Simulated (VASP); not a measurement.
# Pb (I4/mmm) in VASP: notebook

The runs below take Pb through single point, with PBE.

All numbers are computed with VASP 6.6.1; they aren't measurements. Logs are shortened: lines on timing, memory, paths and dates and some standing lists are left out, and cuts for length are marked.

### Step 1. The cell of the first run

The structure is tetragonal, space group I4/mmm (No. 139). The conventional cell has a = 3.580 Å, b = 3.580 Å, c = 4.816 Å, α = 90.00°, β = 90.00°, γ = 90.00°. Within 4.6 Å of Pb (site symmetry 4/mmm) lie 12 Pb at 3.49 to 3.58 Å.

### Step 2. Single point, PBE (strain +0.025 along x and y, -0.025 along z)

INCAR reads:

```
PREC = Accurate
ENCUT = 520
EDIFF = 1E-7
ISMEAR = 0
SIGMA = 0.15
LREAL = F
LASPH = T
NELM = 100
ALGO = Fast
ISIF = 2
LWAVE = F
LCHARG = T
GGA = PE
LELF = T
LVHAR = T
NBANDS = 13
```

KPOINTS reads:

```
regular mesh
0
Gamma
  16 16 16
```

POSCAR reads:

```
Pb
1.0
    0.0000000000      2.5315450000      2.4080550000
    2.5315450000      0.0000000000      2.4080550000
    2.5315450000      2.5315450000      0.0000000000
Pb
1
Direct
    0.0000000000      0.0000000000      0.0000000000
```

Potentials or basis: VASP PAW PBE potentials, release 64 (Pb_d).

The run is started by

```
cat potpaw_PBE.64/Pb_d/POTCAR > POTCAR
mpirun -np 1 vasp_std > vasp.out
```

OUTCAR:

```text
PREC = Accurate
   ENCUT = 520
   EDIFF = 1E-7
   ISMEAR = 0
   LREAL = F
   LASPH = T
   NELM = 100
   ISIF = 2
   GGA = PE

 ion  position               nearest neighbor table
   1  0.000  0.000  0.000-

  LATTYP: Found a body centered tetragonal cell.
 ALAT       =     3.5801452728
 C/A-ratio  =     1.3452275349

  Lattice vectors:

 A1 = (   0.0000000000,  -2.5315450000,  -2.4080550000)
 A2 = (   0.0000000000,   2.5315450000,  -2.4080550000)
 A3 = (   2.5315450000,   0.0000000000,   2.4080550000)

Analysis of symmetry for initial positions (statically):
=====================================================================
 Subroutine PRICEL returns:
 Original cell was already a primitive cell.

 Routine SETGRP: Setting up the symmetry group for a
 body centered tetragonal supercell.

 Subroutine GETGRP returns: Found 16 space group operations
 (whereof 16 operations were pure point group operations)
 out of a pool of 16 trial point group operations.

The static configuration has the point symmetry D_4h.

Analysis of symmetry for dynamics (positions and initial velocities):
=====================================================================
 Subroutine PRICEL returns:
 Original cell was already a primitive cell.

 Routine SETGRP: Setting up the symmetry group for a
 body centered tetragonal supercell.

 Subroutine GETGRP returns: Found 16 space group operations
 (whereof 16 operations were pure point group operations)
 out of a pool of 16 trial point group operations.

The dynamic configuration has the point symmetry D_4h.

 Subroutine INISYM returns: Found 16 space group operations
 (whereof 16 operations are pure point group operations),
 and found     1 'primitive' translations

----------------------------------------------------------------------------------------

                                     Primitive cell

  volume of cell :      30.8651

  direct lattice vectors                    reciprocal lattice vectors
     0.000000000  2.531545000  2.408055000    -0.197507846  0.197507846  0.207636453
     2.531545000  0.000000000  2.408055000     0.197507846 -0.197507846  0.207636453
     2.531545000  2.531545000  0.000000000     0.197507846  0.197507846 -0.207636453

  length of vectors
     3.493915994  3.493915994  3.580145273     0.348039646  0.348039646  0.348039646

  position of ions in fractional coordinates (direct lattice)
     0.000000000  0.000000000  0.000000000

  ion indices of the primitive-cell ions
   primitive index   ion index
                 1           1

----------------------------------------------------------------------------------------

 KPOINTS: regular mesh

Automatic generation of k-mesh.
 Grid dimensions read from file:
 generate k-points for:   16   16   16

 Generating k-lattice:

  Cartesian coordinates                     Fractional coordinates (reciprocal lattice)
    -0.012344240  0.012344240  0.012977278     0.062500000  0.000000000  0.000000000
     0.012344240 -0.012344240  0.012977278     0.000000000  0.062500000  0.000000000
     0.012344240  0.012344240 -0.012977278     0.000000000  0.000000000  0.062500000

  Length of vectors
     0.021752478  0.021752478  0.021752478

  Shift w.r.t. Gamma in fractional coordinates (k-lattice)
     0.000000000  0.000000000  0.000000000

 Subroutine IBZKPT returns following result:
 ===========================================

 Found    349 irreducible k-points:

 Following reciprocal coordinates:
            Coordinates               Weight
  0.000000  0.000000  0.000000      1.000000
  0.062500  0.000000  0.000000      8.000000
  0.125000  0.000000  0.000000      8.000000
  0.187500  0.000000  0.000000      8.000000
  0.250000  0.000000  0.000000      8.000000
  0.312500  0.000000  0.000000      8.000000
[... 16 lines left out ...]
 -0.125000  0.062500  0.000000      8.000000
 -0.062500  0.062500  0.000000      4.000000
 [... further k-points ...]
   k-points           NKPTS =    349   k-points in BZ     NKDIM =    349   number of bands    NBANDS=     13
   number of dos      NEDOS =    301   number of ions     NIONS =      1
   total plane-waves  NPLWV =  21952
   dimension x,y,z NGX =    28 NGY =   28 NGZ =   28
   dimension x,y,z NGXF=    56 NGYF=   56 NGZF=   56
   ions per type =               1
   NGX,Y,Z   is equivalent  to a cutoff of  13.32, 13.32, 13.00 a.u.
   NGXF,Y,Z  is equivalent  to a cutoff of  26.65, 26.65, 26.00 a.u.
 SYSTEM =  unknown system
   PREC   = accura    normal or accurate (medium, high low for compatibility)
   ISTART =      0    job   : 0-new  1-cont  2-samecut
   ICHARG =      2    charge: 1-file 2-atom 10-const
   ISPIN  =      1    spin polarized calculation?
   LNONCOLLINEAR =      F non collinear calculations
   LSORBIT =      F    spin-orbit coupling
   LASPH  =      T    aspherical Exc in radial PAW
   ENCUT  =  520.0 eV  38.22 Ry    6.18 a.u.   6.50  6.50  6.66*2*pi/ulx,y,z
   NELM   =    100;   NELMIN=  2; NELMDL= -5     # of ELM steps
   EDIFF  = 0.1E-06   stopping-criterion for ELM
   LREAL  =      F    real-space projection
   EDIFFG = 0.1E-05   stopping-criterion for IOM
   NSW    =      0    number of steps for IOM
   IBRION =     -1    ionic relax: 0-MD 1-quasi-New 2-CG
   NFREE  =      0    steps in history (QN), initial steepest desc. (CG)
   ISIF   =      2    stress and relaxation
   ISYM   =      2    0-nonsym 1-usesym 2-fastsym
   POTIM  = 0.5000    time-step for ionic-motion
   TEBEG  =    0.0;   TEEND  =   0.0 temperature during run
   PSTRESS=    0.0 pullay stress
   NELECT =      14.0000    total number of electrons
   NUPDOWN=      -1.0000    fix difference up-down
   EMIN   =  10.00;   EMAX   =-10.00  energy-range for DOS
   EFERMI =   0.00;   METHOD = LEGACY
   ISMEAR =     0;   SIGMA  =   0.15  broadening in eV -4-tet -1-fermi 0-gaus
   EFERMI_NEDOS =   21; number of points for ismear=-14 and -15
   IALGO  =     68    algorithm
   IMIX   =      4    mixing-type and parameters
     AMIX     =   0.40;   BMIX     =  1.00
     AMIX_MAG =   1.60;   BMIX_MAG =  1.00
  volume/ion in A,a.u.               =      30.87       208.29
  Fermi-wavevector in a.u.,A,eV,Ry     =   1.257848  2.376989 21.526899  1.582182
  Thomas-Fermi vector in A             =   2.391487
   LORBIT       =      0    0 simple, 1 ext, 2 COOP (PROOUT), +10 PAW based schemes
   GGA     = PE    functional components
   LHFCALC =     F    Hartree Fock is set to
   AEXX    =    0.0000 exact exchange contribution
   IVDW    =     0    specifies the selected vdW correction
   LEPSILON=     F    determine dielectric tensor
   LRPA    =     F    only Hartree local field effects (RPA)
 non-spin polarized calculation
 RMM-DIIS sequential band-by-band and
 Gauss-broadening in eV      SIGMA  =   0.15
  energy-cutoff  :      520.00
  volume of cell :       30.87
 maximum number of plane-waves:       857
 NGX is ok and might be reduce to    28
   NGX = 13   NGY = 13   NGZ = 13

 number of electron      14.0000000 magnetization

 Free energy of the ion-electron system (eV)
  ---------------------------------------------------
  ext. energy  EPLUGINS =         0.00000000
  ---------------------------------------------------
  free energy    TOTEN  =        -3.55967363 eV

  energy without entropy =       -3.55382225  energy(sigma->0) =       -3.55674794

 E-fermi :   7.1204     XC(G=0): -10.1003

 val. band max:        7.0994942810   @ k =  -0.3125   0.1250   0.3125
 cond. band min:       7.1251953437   @ k =  -0.1875   0.3750   0.3125
 fundamental gap:      0.0257010628
 Fermi energy:         7.1204419775

 k-point     1 :       0.0000    0.0000    0.0000
  band No.  band energies     occupation
      1      -9.9957      2.00000
      2      -9.9957      2.00000
      3      -9.9409      2.00000
      4      -9.8724      2.00000
      5      -9.8207      2.00000
      6      -4.5517      2.00000
      7      14.3028      0.00000
      8      14.4003      0.00000
      9      14.4003      0.00000
     10      16.8623      0.00000
     11      18.2107      0.00000
     12      19.4332      0.00000
     13      19.4408      0.00000

 k-point     2 :       0.0625    0.0000    0.0000
  band No.  band energies     occupation
      1      -9.9932      2.00000
      2      -9.9900      2.00000
      3      -9.9383      2.00000
      4      -9.8718      2.00000
      5      -9.8220      2.00000
      6      -4.4778      2.00000
      7      13.4247      0.00000
      8      14.2667      0.00000
      9      14.2807      0.00000
     10      16.6563      0.00000
     11      18.6637      0.00000
     12      19.6116      0.00000
     13      19.6401      0.00000

 k-point     3 :       0.1250    0.0000    0.0000
  band No.  band energies     occupation
      1      -9.9881      2.00000
      2      -9.9766      2.00000
      3      -9.9310      2.00000
      4      -9.8673      2.00000
      5      -9.8240      2.00000
      6      -4.2560      2.00000
      7      11.6124      0.00000
      8      13.9692      0.00000
      9      14.0711      0.00000
     10      16.3768      0.00000
     11      19.3847      0.00000
     12      19.8267      0.00000
     13      19.9120      0.00000

 k-point     4 :       0.1875    0.0000    0.0000
  band No.  band energies     occupation
      1      -9.9851      2.00000
      2      -9.9663      2.00000
      3      -9.9226      2.00000
      4      -9.8505      2.00000
      5      -9.8208      2.00000
      6      -3.8872      2.00000
      7       9.6788      0.00000
      8      13.5594      0.00000
      9      13.8081      0.00000
     10      16.1557      0.00000
     11      18.9700      0.00000
     12      19.3945      0.00000
     13      20.3175      0.00000

 k-point     5 :       0.2500    0.0000    0.0000
  band No.  band energies     occupation
      1      -9.9862      2.00000
      2      -9.9664      2.00000
      3      -9.9208      2.00000
      4      -9.8178      2.00000
      5      -9.8055      2.00000
      6      -3.3763      2.00000
      7       7.8161      0.00000
      8      13.1322      0.00000
      9      13.5288      0.00000
     10      16.0167      0.00000
     11      18.2222      0.00000
     12      18.8326      0.00000
     13      20.2034      0.00000
[... 257 lines left out ...]
 k-point    22 :      -0.1875    0.0625    0.0000
  band No.  band energies     occupation
      1      -9.9891      2.00000
      2      -9.9575      2.00000
      3      -9.9141      2.00000
      4      -9.8611      2.00000
      5      -9.8025      2.00000
      6      -3.6872      2.00000
      7       9.1587      0.00000
      8      12.5501      0.00000
      9      13.8961      0.00000
     10      16.5025      0.00000
     11      17.9320      0.00000
     12      18.8065      0.00000
     13      20.1913      0.00000

 k-point    23 :      -0.1250    0.0625    0.0000
  band No.  band energies     occupation
      1      -9.9929      2.00000
      2      -9.9679      2.00000
      3      -9.9169      2.00000
      4      -9.8764      2.00000
      5      -9.8138      2.00000
      6      -4.0972      2.00000
      7      11.0371      0.00000
      8      12.8847      0.00000
      9      14.2774      0.00000
     10      16.6178      0.00000
     11      18.7423      0.00000
     12      19.3463      0.00000
     13      19.3553      0.00000

 k-point    24 :      -0.0625    0.0625    0.0000
  band No.  band energies     occupation
      1      -9.9955      2.00000
      2      -9.9830      2.00000
      3      -9.9266      2.00000
      4      -9.8763      2.00000
      5      -9.8186      2.00000
      6      -4.3613      2.00000
      7      12.7052      0.00000
      8      13.4230      0.00000
      9      14.4240      0.00000
     10      16.6328      0.00000
     11      18.8646      0.00000
     12      19.5147      0.00000
     13      19.6959      0.00000

 [... further k-points ...]

------------------------ aborting loop because EDIFF is reached ----------------------------------------

  FORCE on cell =-STRESS in cart. coord.  units (eV):
  Direction    XX          YY          ZZ          XY          YZ          ZX
  --------------------------------------------------------------------------------------
  -------------------------------------------------------------------------------------
  Total        0.2064432      0.2064432      0.3961282      0.0000000      0.0000000     -0.0000000
  in kB       10.7162678     10.7162678     20.5626270      0.0000000      0.0000000     -0.0000000
  external PRESSURE =      13.9983876 kB  Pullay stress =       0.0000000 kB

 VOLUME and BASIS-vectors are now :
 -----------------------------------------------------------------------------
  energy-cutoff  :      520.00
  volume of cell :       30.87
      direct lattice vectors                 reciprocal lattice vectors
     0.000000000  2.531545000  2.408055000    -0.197507846  0.197507846  0.207636453
     2.531545000  0.000000000  2.408055000     0.197507846 -0.197507846  0.207636453
     2.531545000  2.531545000  0.000000000     0.197507846  0.197507846 -0.207636453

 POSITION                                       TOTAL-FORCE (eV/Angst)
 -----------------------------------------------------------------------------------
      0.00000      0.00000      0.00000        -0.000000      0.000000      0.000000
 -----------------------------------------------------------------------------------
    total drift:                               -0.000000     -0.000000     -0.000000

  FREE ENERGIE OF THE ION-ELECTRON SYSTEM (eV)
  ---------------------------------------------------
  free  energy   TOTEN  =        -3.5596736252 eV

  energy  without entropy=       -3.5538222517  energy(sigma->0) =       -3.55674794
```

Run time: 4.8 min. Hardware: 1 thread of Intel Xeon 8259CL, shared host; peak memory 0.26 GiB.

Results:

```yaml
Free_energy: -3.5597 eV
Pressure: 1.4 GPa
Band_gap_on_the_k_mesh: zero (bands 7 and 8 overlap by 8.94 eV)
```

Caveat: the cell differs from its parent crystal (strain +0.025 along x and y, -0.025 along z); spin-orbit coupling is left out, which moves the levels of the heavy elements.

### Step 3. Single point, PBE (strain +0.050 along x and y, -0.050 along z)

INCAR reads:

```
PREC     = Accurate       # precision mode
ENCUT    = 520            # plane-wave cutoff, eV
EDIFF    = 1E-6           # SCF threshold, eV
ISMEAR   = 0              # smearing method
SIGMA    = 0.15           # smearing width, eV
LREAL    = False          # projectors in reciprocal space
LASPH    = True           # aspherical terms in the spheres
NELM     = 100            # most SCF steps
ALGO     = Fast           # electronic algorithm
ISIF     = 2              # what is computed and relaxed
LWAVE    = False          # write WAVECAR
LCHARG   = True           # write CHGCAR
GGA      = PE             # functional
LELF     = True           # ELF
LVHAR    = True         
NBANDS   = 13             # bands
```

KPOINTS reads:

```
Automatic mesh
0
Gamma
  16 16 16
```

POSCAR reads:

```
Pb
1.0
    0.0000000000      2.5932900000      2.3463100000
    2.5932900000      0.0000000000      2.3463100000
    2.5932900000      2.5932900000      0.0000000000
Pb
1
Direct
    0.0000000000      0.0000000000      0.0000000000
```

Potentials or basis: VASP PAW PBE potentials, release 64 (Pb_d).

The run is started by

```
cat potpaw_PBE.64/Pb_d/POTCAR > POTCAR
mpirun -np 1 vasp_std > vasp.out
```

It took 4.1 min on 1 thread of Intel Xeon 8259CL, shared host; peak memory 0.26 GiB.

It converged, with:

```
Free energy            : -3.5573 eV
Pressure               : 0.6 GPa
Band gap on the k mesh : zero (bands 7 and 8 overlap by 8.73 eV)
```

Stress tensor (GPa, compression positive):
```
0.22 0.00 0.00
0.00 0.22 0.00
0.00 0.00 1.21
```

Levels at points of the mesh, in eV from the Fermi level:
```csv
k point,band 3,band 4,band 5,band 6,band 7,band 8,band 9,band 10,band 11,band 12
"(0.00, 0.00, 0.00)",-17.02,-17.01,-16.92,-11.53,6.97,7.16,7.16,9.81,10.84,12.19
"(0.50, 0.00, 0.00)",-17.03,-16.86,-16.82,-8.11,-4.03,4.60,5.80,8.68,9.63,10.20
"(0.50, 0.50, 0.00)",-16.85,-16.80,-16.80,-6.16,-2.55,1.22,1.22,4.63,5.84,17.17
"(0.50, 0.00, 0.50)",-16.85,-16.85,-16.78,-7.14,-3.40,2.13,2.73,5.65,6.92,17.39
```

Caveat: the cell differs from its parent crystal (strain +0.050 along x and y, -0.050 along z); spin-orbit coupling is left out, which moves the levels of the heavy elements.
